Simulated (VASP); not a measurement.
CdSe:

```xyz
2
Lattice="0.0000 2.8740 2.8740 2.8740 0.0000 2.8740 2.8740 2.8740 0.0000" Properties=species:S:1:pos:R:3 pbc="T T T"
Cd    0.0000    0.0000    0.0000
Se    2.8740    2.8740    2.8740
```

| Item | Value |
| --- | --- |
| Program | VASP 6.6.1 |
| Task | relaxation of cell and atoms |
| Functional | BLYP |
| Dispersion | D3(BJ) |
| Potentials or basis | VASP PAW PBE potentials, release 64 (Cd, Se) |
| Cutoff | 600 eV |
| k mesh | 8 × 8 × 8 |
| Occupations | fermi-dirac, width 0.05 eV |
| Spin | no spin polarisation |

At the start: pressure -2.0 GPa; volume 23.74 Å³/atom.

Q: How do energy, volume and symmetry change on relaxing?

A: Over 3 steps the energy falls by 5.1 meV/atom and the volume is 22.97 Å³/atom (-3.2 %); space group Fm-3m (No. 225, to 0.05 Å).

The path:
```
step  energy change (eV)  largest force (eV/Å)  pressure (GPa)  volume (Å³)
   1              0.0000                0.0000           -2.05        47.48
   2             -0.0089                0.0000            0.75        45.42
   3             -0.0101                0.0000            0.01        45.93
```

Final structure:
```
CELL_PARAMETERS angstrom
0.00000 2.84250 2.84250
2.84250 0.00000 2.84250
2.84250 2.84250 0.00000
ATOMIC_POSITIONS crystal
Cd 0.00000 0.00000 0.00000
Se 0.50000 0.50000 0.50000
```

Caveat: the PAW data sets were made with another functional, which shifts forces and pressure a little; pairwise dispersion overbinds metals, which lowers pressure and volume.
